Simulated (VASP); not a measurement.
# TaN (Cm) in VASP: single point with PBEsol

Aim: the single point of TaN with PBEsol.

All numbers are computed with VASP 6.6.1; they aren't measurements. Logs are shortened: lines on timing, memory, paths and dates and some standing lists are left out, and cuts for length are marked.

### Step 1. The cell of the first run

Symmetry: Cm, No. 8, monoclinic system. Conventional cell: a = 5.089 Å, b = 2.938 Å, c = 2.883 Å, α = 90.00°, β = 90.00°, γ = 90.00°. Ta (site symmetry m) has 6 N at 2.14 to 2.29 Å within 2.8 Å. Within 2.8 Å of N (site symmetry m) lie 6 Ta at 2.14 to 2.29 Å.

### Step 2. Single point, PBEsol

INCAR

```
PREC = Accurate
ENCUT = 520
EDIFF = 1E-6
ISMEAR = 0
SIGMA = 0.15
LREAL = False
LASPH = True
NELM = 100
ALGO = Normal
ISIF = 2
LWAVE = False
LCHARG = False
GGA = PS
NBANDS = 15
```

KPOINTS

```
Automatic mesh
0
Gamma
  18 18 16
```

POSCAR

```
TaN
1.0
    2.9379988584      0.0000000000      0.0000000000
   -1.4689994292      2.5443816477      0.0000000000
    0.0000000000      0.0000000000      2.8830000000
Ta N
1 1
Direct
    0.3202307737      0.6404615474      0.4803461605
    0.0000000000      0.0000000000      0.0000000000
```

Potentials or basis: VASP PAW PBE potentials, release 64 (Ta_pv, N).

Run with:

```console
> cat potpaw_PBE.64/Ta_pv/POTCAR potpaw_PBE.64/N/POTCAR > POTCAR
> mpirun -np 1 vasp_std > vasp.out
```

OUTCAR:

```text
PREC = Accurate
   ENCUT = 520
   EDIFF = 1E-6
   ISMEAR = 0
   LREAL = False
   LASPH = True
   NELM = 100
   ISIF = 2
   GGA = PS

 ion  position               nearest neighbor table
   1  0.320  0.640  0.480-   2 2.14   2 2.21   2 2.22   2 2.22   2 2.29   2 2.29
   2  0.000  0.000  0.000-   1 2.14   1 2.21   1 2.22   1 2.22   1 2.29   1 2.29

  LATTYP: Found a hexagonal cell.
 ALAT       =     2.9379988584
 C/A-ratio  =     0.9812801635

  Lattice vectors:

 A1 = (   2.9379988584,   0.0000000000,   0.0000000000)
 A2 = (  -1.4689994292,   2.5443816477,   0.0000000000)
 A3 = (   0.0000000000,   0.0000000000,   2.8830000000)

Analysis of symmetry for initial positions (statically):
=====================================================================
 Subroutine PRICEL returns:
 Original cell was already a primitive cell.

 Routine SETGRP: Setting up the symmetry group for a
 hexagonal supercell.

 Subroutine GETGRP returns: Found  2 space group operations
 (whereof  2 operations were pure point group operations)
 out of a pool of 24 trial point group operations.

The static configuration has the point symmetry C_1h.

Analysis of symmetry for dynamics (positions and initial velocities):
=====================================================================
 Subroutine PRICEL returns:
 Original cell was already a primitive cell.

 Routine SETGRP: Setting up the symmetry group for a
 hexagonal supercell.

 Subroutine GETGRP returns: Found  2 space group operations
 (whereof  2 operations were pure point group operations)
 out of a pool of 24 trial point group operations.

The dynamic configuration has the point symmetry C_1h.

 Subroutine INISYM returns: Found  2 space group operations
 (whereof  2 operations are pure point group operations),
 and found     1 'primitive' translations

----------------------------------------------------------------------------------------

                                     Primitive cell

  volume of cell :      21.5516

  direct lattice vectors                    reciprocal lattice vectors
     2.937998858  0.000000000  0.000000000     0.340367729  0.196511400  0.000000000
    -1.468999429  2.544381648  0.000000000     0.000000000  0.393022800  0.000000000
     0.000000000  0.000000000  2.883000000     0.000000000  0.000000000  0.346860909

  length of vectors
     2.937998858  2.937998858  2.883000000     0.393022800  0.393022800  0.346860909

  position of ions in fractional coordinates (direct lattice)
     0.320230774  0.640461547  0.480346160
     0.000000000  0.000000000  0.000000000

  ion indices of the primitive-cell ions
   primitive index   ion index
                 1           1
                 2           2

----------------------------------------------------------------------------------------

 KPOINTS: Automatic mesh

Automatic generation of k-mesh.
 Grid dimensions read from file:
 generate k-points for:   18   18   16

 Generating k-lattice:

  Cartesian coordinates                     Fractional coordinates (reciprocal lattice)
     0.018909318  0.010917300  0.000000000     0.055555556 -0.000000000  0.000000000
     0.000000000  0.021834600  0.000000000     0.000000000  0.055555556  0.000000000
     0.000000000  0.000000000  0.021678807     0.000000000  0.000000000  0.062500000

  Length of vectors
     0.021834600  0.021834600  0.021678807

  Shift w.r.t. Gamma in fractional coordinates (k-lattice)
     0.000000000  0.000000000  0.000000000

 Subroutine IBZKPT returns following result:
 ===========================================

 Found   1379 irreducible k-points:

 Following reciprocal coordinates:
            Coordinates               Weight
  0.000000  0.000000  0.000000      1.000000
  0.055556  0.000000  0.000000      4.000000
  0.000000  0.055556  0.000000      2.000000
  0.111111  0.000000  0.000000      4.000000
  0.000000  0.111111  0.000000      2.000000
  0.166667  0.000000  0.000000      4.000000
[... 16 lines left out ...]
 -0.055556  0.166667  0.000000      4.000000
 -0.166667  0.111111  0.000000      4.000000
 [... further k-points ...]
   k-points           NKPTS =   1379   k-points in BZ     NKDIM =   1379   number of bands    NBANDS=     15
   number of dos      NEDOS =    301   number of ions     NIONS =      2
   total plane-waves  NPLWV =  13824
   dimension x,y,z NGX =    24 NGY =   24 NGZ =   24
   dimension x,y,z NGXF=    48 NGYF=   48 NGZF=   48
   ions per type =               1   1
   NGX,Y,Z   is equivalent  to a cutoff of  13.58, 13.58, 13.84 a.u.
   NGXF,Y,Z  is equivalent  to a cutoff of  27.16, 27.16, 27.68 a.u.
 SYSTEM =  unknown system
   PREC   = accura    normal or accurate (medium, high low for compatibility)
   ISTART =      0    job   : 0-new  1-cont  2-samecut
   ICHARG =      2    charge: 1-file 2-atom 10-const
   ISPIN  =      1    spin polarized calculation?
   LNONCOLLINEAR =      F non collinear calculations
   LSORBIT =      F    spin-orbit coupling
   LASPH  =      T    aspherical Exc in radial PAW
   ENCUT  =  520.0 eV  38.22 Ry    6.18 a.u.   5.46  5.46  5.36*2*pi/ulx,y,z
   NELM   =    100;   NELMIN=  2; NELMDL= -5     # of ELM steps
   EDIFF  = 0.1E-05   stopping-criterion for ELM
   LREAL  =      F    real-space projection
   EDIFFG = 0.1E-04   stopping-criterion for IOM
   NSW    =      0    number of steps for IOM
   IBRION =     -1    ionic relax: 0-MD 1-quasi-New 2-CG
   NFREE  =      0    steps in history (QN), initial steepest desc. (CG)
   ISIF   =      2    stress and relaxation
   ISYM   =      2    0-nonsym 1-usesym 2-fastsym
   POTIM  = 0.5000    time-step for ionic-motion
   TEBEG  =    0.0;   TEEND  =   0.0 temperature during run
   PSTRESS=    0.0 pullay stress
   NELECT =      16.0000    total number of electrons
   NUPDOWN=      -1.0000    fix difference up-down
   EMIN   =  10.00;   EMAX   =-10.00  energy-range for DOS
   EFERMI =   0.00;   METHOD = LEGACY
   ISMEAR =     0;   SIGMA  =   0.15  broadening in eV -4-tet -1-fermi 0-gaus
   EFERMI_NEDOS =   21; number of points for ismear=-14 and -15
   IALGO  =     38    algorithm
   IMIX   =      4    mixing-type and parameters
     AMIX     =   0.40;   BMIX     =  1.00
     AMIX_MAG =   1.60;   BMIX_MAG =  1.00
  volume/ion in A,a.u.               =      10.78        72.72
  Fermi-wavevector in a.u.,A,eV,Ry     =   1.482366  2.801265 29.897546  2.197408
  Thomas-Fermi vector in A             =   2.596161
   LORBIT       =      0    0 simple, 1 ext, 2 COOP (PROOUT), +10 PAW based schemes
   GGA     = PS    functional components
   LHFCALC =     F    Hartree Fock is set to
   AEXX    =    0.0000 exact exchange contribution
   IVDW    =     0    specifies the selected vdW correction
   LEPSILON=     F    determine dielectric tensor
   LRPA    =     F    only Hartree local field effects (RPA)
 non-spin polarized calculation
 Gauss-broadening in eV      SIGMA  =   0.15
  energy-cutoff  :      520.00
  volume of cell :       21.55
 maximum number of plane-waves:       605
 NGX is ok and might be reduce to    24
   NGX = 11   NGY = 11   NGZ = 11

 number of electron      15.9999999 magnetization

 Free energy of the ion-electron system (eV)
  ---------------------------------------------------
  ext. energy  EPLUGINS =         0.00000000
  ---------------------------------------------------
  free energy    TOTEN  =       -23.75072502 eV

  energy without entropy =      -23.75006164  energy(sigma->0) =      -23.75039333

 E-fermi :   8.0575     XC(G=0): -13.5020

 val. band max:        8.0528583928   @ k =   0.0000   0.0000   0.3750
 cond. band min:       8.0933167765   @ k =   0.0000   0.0556   0.5000
 fundamental gap:      0.0404583837
 Fermi energy:         8.0574686066

 k-point     1 :       0.0000    0.0000    0.0000
  band No.  band energies     occupation
      1     -26.6827      2.00000
      2     -26.4188      2.00000
      3     -26.4143      2.00000
      4      -9.6444      2.00000
      5       3.4422      2.00000
      6       3.4516      2.00000
      7       3.8689      2.00000
      8       5.3233      2.00000
      9      10.1699      0.00000
     10      11.4471      0.00000
     11      11.8695      0.00000
     12      12.1253      0.00000
     13      12.2725      0.00000
     14      21.0272      0.00000
     15      21.5239      0.00000

 k-point     2 :       0.0556    0.0000    0.0000
  band No.  band energies     occupation
      1     -26.6784      2.00000
      2     -26.4518      2.00000
      3     -26.4225      2.00000
      4      -9.5802      2.00000
      5       3.2440      2.00000
      6       3.5182      2.00000
      7       3.9312      2.00000
      8       5.2449      2.00000
      9      10.3770      0.00000
     10      11.4340      0.00000
     11      11.8021      0.00000
     12      12.1162      0.00000
     13      12.3140      0.00000
     14      21.0042      0.00000
     15      21.5183      0.00000

 k-point     3 :       0.0000    0.0556    0.0000
  band No.  band energies     occupation
      1     -26.6783      2.00000
      2     -26.4489      2.00000
      3     -26.4262      2.00000
      4      -9.5766      2.00000
      5       3.2704      2.00000
      6       3.4944      2.00000
      7       3.9246      2.00000
      8       5.2278      2.00000
      9      10.3826      0.00000
     10      11.3506      0.00000
     11      11.8544      0.00000
     12      12.2237      0.00000
     13      12.2536      0.00000
     14      21.0797      0.00000
     15      21.5290      0.00000
[... 343 lines left out ...]
 k-point    23 :      -0.0556    0.1667    0.0000
  band No.  band energies     occupation
      1     -26.6563      2.00000
      2     -26.6334      2.00000
      3     -26.4689      2.00000
      4      -9.1984      2.00000
      5       2.3963      2.00000
      6       3.7568      2.00000
      7       4.1970      2.00000
      8       4.8548      2.00000
      9      10.4967      0.00000
     10      11.7360      0.00000
     11      11.7845      0.00000
     12      12.1750      0.00000
     13      12.7576      0.00000
     14      21.2072      0.00000
     15      21.5402      0.00000

 k-point    24 :      -0.1667    0.1111    0.0000
  band No.  band energies     occupation
      1     -26.6565      2.00000
      2     -26.6329      2.00000
      3     -26.4656      2.00000
      4      -9.2252      2.00000
      5       2.3769      2.00000
      6       3.8156      2.00000
      7       4.2048      2.00000
      8       4.9322      2.00000
      9      10.9469      0.00000
     10      11.2369      0.00000
     11      11.7614      0.00000
     12      12.1643      0.00000
     13      12.6981      0.00000
     14      20.8407      0.00000
     15      21.4975      0.00000

 [... further k-points ...]

------------------------ aborting loop because EDIFF is reached ----------------------------------------

  FORCE on cell =-STRESS in cart. coord.  units (eV):
  Direction    XX          YY          ZZ          XY          YZ          ZX
  --------------------------------------------------------------------------------------
  -------------------------------------------------------------------------------------
  Total       -0.5697433     -0.2394279     -0.3030557      0.0000000      0.1996594      0.0000000
  in kB      -42.3556415    -17.7994576    -22.5296567      0.0000000     14.8430013      0.0000000
  external PRESSURE =     -27.5615853 kB  Pullay stress =       0.0000000 kB

 VOLUME and BASIS-vectors are now :
 -----------------------------------------------------------------------------
  energy-cutoff  :      520.00
  volume of cell :       21.55
      direct lattice vectors                 reciprocal lattice vectors
     2.937998858  0.000000000  0.000000000     0.340367729  0.196511400  0.000000000
    -1.468999429  2.544381648  0.000000000     0.000000000  0.393022800  0.000000000
     0.000000000  0.000000000  2.883000000     0.000000000  0.000000000  0.346860909

 POSITION                                       TOTAL-FORCE (eV/Angst)
 -----------------------------------------------------------------------------------
     -0.00000      1.62958      1.38484        -0.000000      0.907050      0.805338
      0.00000      0.00000      0.00000         0.000000     -0.907050     -0.805338
 -----------------------------------------------------------------------------------
    total drift:                                0.000000      0.000004      0.000004

  FREE ENERGIE OF THE ION-ELECTRON SYSTEM (eV)
  ---------------------------------------------------
  free  energy   TOTEN  =       -23.7507250205 eV

  energy  without entropy=      -23.7500616425  energy(sigma->0) =      -23.75039333
```

Wall time 15 min (1 thread of AMD EPYC 7R13, shared host); peak memory 0.5 GiB.

What came out:

```
Free energy            : -23.7507 eV
Pressure               : -2.8 GPa
Largest force          : 1.213 eV/Å
Band gap on the k mesh : zero (band 8 reaches 8.21 eV, above the bottom of band 9 at 7.99 eV)
```

Forces in eV/Å, atoms in the order of the input:
```
Ta   0.000  0.907  0.805
N    0.000 -0.907 -0.805
```

Caveat: the cell differs from its parent crystal (all Ta atoms moved +0.087 Å, as atom 1 towards its neighbour atom 2 (N) at 2.226 Å); the PAW data sets were made with another functional, which shifts forces and pressure a little; spin-orbit coupling is left out, which moves the levels of the heavy elements.
